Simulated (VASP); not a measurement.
A run of VASP 6.6.1 is set up as follows.

File POSCAR:

```
Be
1.0
    0.0000000000      2.2207471934      2.2207471934
    2.2207471934      0.0000000000      2.2207471934
    2.2207471934      2.2207471934      0.0000000000
Be
2
Direct
    0.1250000000      0.1250000000      0.1250000000
    0.8750000000      0.8750000000      0.8750000000
```

INCAR.step1

```
SYSTEM = Be
PREC = Accurate
ENCUT = 600
ISMEAR = -1
SIGMA = 0.1
LREAL = .False.
LASPH = .True.
NELM = 80
GGA = PE
ALGO = Normal
EDIFF = 1E-4
LWAVE = .True.
LCHARG = .False.
```

INCAR.step2

```
SYSTEM = Be
PREC = Accurate
ENCUT = 600
EDIFF = 1E-6
ISMEAR = -1
SIGMA = 0.1
LREAL = .False.
LASPH = .True.
NELM = 80
ALGO = Normal
ISIF = 3
LWAVE = .False.
LCHARG = .False.
METAGGA = R2SCAN
LMIXTAU = .True.
IBRION = 2
NSW = 80
EDIFFG = -0.01
ISTART = 1
```

Contents of KPOINTS:

```
regular mesh
0
Gamma
  12 12 12
  0 0 0
```

Potentials or basis: VASP PAW PBE potentials, release 64 (Be).

Command:

```console
$ cat potpaw_PBE.64/Be/POTCAR > POTCAR
$ cp INCAR.step1 INCAR
$ mpirun -np 1 vasp_std > vasp.out
$ cp INCAR.step2 INCAR
$ mpirun -np 1 vasp_std > vasp.out
```

(1) What does it give for the band gap on the k mesh?

(2) Estimate the space group after relaxing (to 0.05 Å).

Answers

(1) zero (band 2 reaches 6.90 eV, above the bottom of band 3 at 0.33 eV).

(2) Fd-3m (No. 227).
